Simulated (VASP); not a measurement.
Set up this calculation in VASP 6.6.1, as the native input.

```
Task                   : single point
Functional             : PBEsol
Potentials or basis    : VASP PAW PBE potentials, release 64 (Ca_sv, Co)
Cutoff                 : 520 eV
k mesh                 : 10 × 10 × 8
Occupations            : gaussian, width 0.05 eV
Spin                   : collinear spin, ferromagnetic start
Starting moments       : [0.0, 1.34, 1.34] μB
Dipole correction      : no
Further INCAR settings : ALGO = Normal; EDIFF = 1e-06; NBANDS = 25
```

The structure of CaCo2 lies in POSCAR:

```
CaCo2
1.0
    3.7512521727      0.0000000000      0.0000000000
   -1.8756260864      3.2486796776      0.0000000000
    0.0000000000      0.0000000000      4.3345186680
Ca Co
1 2
Direct
    0.0000000000      0.0000000000      0.0000000000
    0.3333333333      0.6666666667      0.5000000000
    0.6666666667      0.3333333333      0.5000000000
```

One way to write it, as run:

INCAR

```
SYSTEM = CaCo2
PREC     = Accurate       ! precision mode
ENCUT    = 520            ! plane-wave cutoff, eV
EDIFF    = 1E-6           ! SCF threshold, eV
ISMEAR   = 0              ! smearing method
SIGMA    = 0.05           ! smearing width, eV
LREAL    = .False.        ! projectors in reciprocal space
LASPH    = .True.         ! aspherical terms in the spheres
NELM     = 150            ! most SCF steps
ALGO     = Normal         ! electronic algorithm
ISIF     = 2              ! what is computed and relaxed
LWAVE    = .False.        ! write WAVECAR
LCHARG   = .False.        ! write CHGCAR
ISPIN    = 2              ! spin polarisation
MAGMOM   = 0 1.34 1.34    ! initial moments
LORBIT   = 11             ! projections on sites
LMAXMIX  = 4              ! l up to which the mixer works
GGA      = PS             ! functional
NBANDS   = 25             ! bands
```

KPOINTS

```
Automatic mesh
0
Gamma
  10 10 8
  0 0 0
```

Potentials or basis: VASP PAW PBE potentials, release 64 (Ca_sv, Co).

The run is started by

```bash
$ cat potpaw_PBE.64/Ca_sv/POTCAR potpaw_PBE.64/Co/POTCAR > POTCAR
$ mpirun -np 1 vasp_std > vasp.out
```

Results of the run:

| Item | Value |
| --- | --- |
| Pressure | -0.2 GPa |
| Net moment | 2.15 μB per cell |
| Site moments | Ca -0.07; Co +1.20 μB |
| Valence electrons inside the program's atomic spheres | Ca 8.18; Co 8.30 |

Caveat: the PAW data sets were made with another functional, which shifts forces and pressure a little.

Run time: 110 s on 1 thread of Oxide Virtual Turin-like Processor, with other jobs on the host, peak memory 0.25 GiB.
